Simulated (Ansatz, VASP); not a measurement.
**BN in VASP and in Ansatz**

File POSCAR:

```
BN
1.0
    3.6096275109      0.0000000000      0.0000000000
    0.0000000000     -3.6096275109      0.0000000000
    0.0000000000      0.0000000000     -3.6096275109
B N
4 4
Direct
    0.0000000000      0.0000000000      0.0000000000
    0.5000000000      0.5000000000      0.0000000000
    0.5000000000      0.0000000000      0.5000000000
    0.0000000000      0.5000000000      0.5000000000
    0.7500000000      0.7500000000      0.7500000000
    0.2500000000      0.2500000000      0.7500000000
    0.2500000000      0.7500000000      0.2500000000
    0.7500000000      0.2500000000      0.2500000000
```

INCAR.step1

```
ALGO = Normal
EDIFF = 1E-4
ENCUT = 520
GGA = PE
ISMEAR = 0
LASPH = True
LCHARG = False
LREAL = False
LWAVE = True
NBANDS = 26
NELM = 60
PREC = Accurate
SIGMA = 0.05
```

File INCAR.step2:

```
ALGO = Normal
EDIFF = 1E-7
ENCUT = 520
ISIF = 2
ISMEAR = 0
ISTART = 1
LASPH = True
LCHARG = False
LMIXTAU = True
LREAL = False
LWAVE = False
METAGGA = R2SCAN
NBANDS = 26
NELM = 60
PREC = Accurate
SIGMA = 0.05
```

File KPOINTS:

```
k-points
0
Gamma
  6 6 6
```

Input for Ansatz:

```yaml
crystal:
  lattice:
    - [3.6096275109, 0.0, 0.0]
    - [0.0, -3.6096275109, 0.0]
    - [0.0, 0.0, -3.6096275109]
  atoms:
    - { symbol: B, position: [0.0, 0.0, 0.0] }
    - { symbol: B, position: [0.5, 0.5, 0.0] }
    - { symbol: B, position: [0.5, 0.0, 0.5] }
    - { symbol: B, position: [0.0, 0.5, 0.5] }
    - { symbol: "N", position: [0.75, 0.75, 0.75] }
    - { symbol: "N", position: [0.25, 0.25, 0.75] }
    - { symbol: "N", position: [0.25, 0.75, 0.25] }
    - { symbol: "N", position: [0.75, 0.25, 0.25] }
basis:
  ecutwfc: 500
kpoints:
  mp_grid: { grid: [6, 6, 6] }
hamiltonian:
  xc: r2scan
scf:
  occupations: { method: gaussian, width: 0.05 }
output:
  forces: true
  stress: true
  eigenvalues: true
```

Alike in both runs: task single point; functional r2SCAN; k mesh 6 × 6 × 6; occupations gaussian, width 0.05 eV; no spin polarisation.

|  | VASP | Ansatz |
| --- | --- | --- |
| version | VASP 6.6.1 | Ansatz 0.2.0 |
| potentials or method | VASP PAW PBE potentials, release 64 (B, N), cutoff 520 eV | scalar-relativistic, plane waves, PAW |
| valence electrons in the cell | 32 | 32 |

Ansatz gave:

| Quantity | Value |
| --- | --- |
| gap on the k mesh at the Fermi level (eV) | 5.00 |
| least direct gap on the mesh (eV) | 5.00 |
| pressure (GPa) | 0.0 |

Question: Which values does VASP return?

Answer: gap on the k mesh at the Fermi level (eV): 4.98; least direct gap on the mesh (eV): 4.98; pressure (GPa): 1.1.

VASP's potentials were made for PBE, not for r2SCAN. The functional is the same, so the differences come from potentials, cutoffs and numerics.
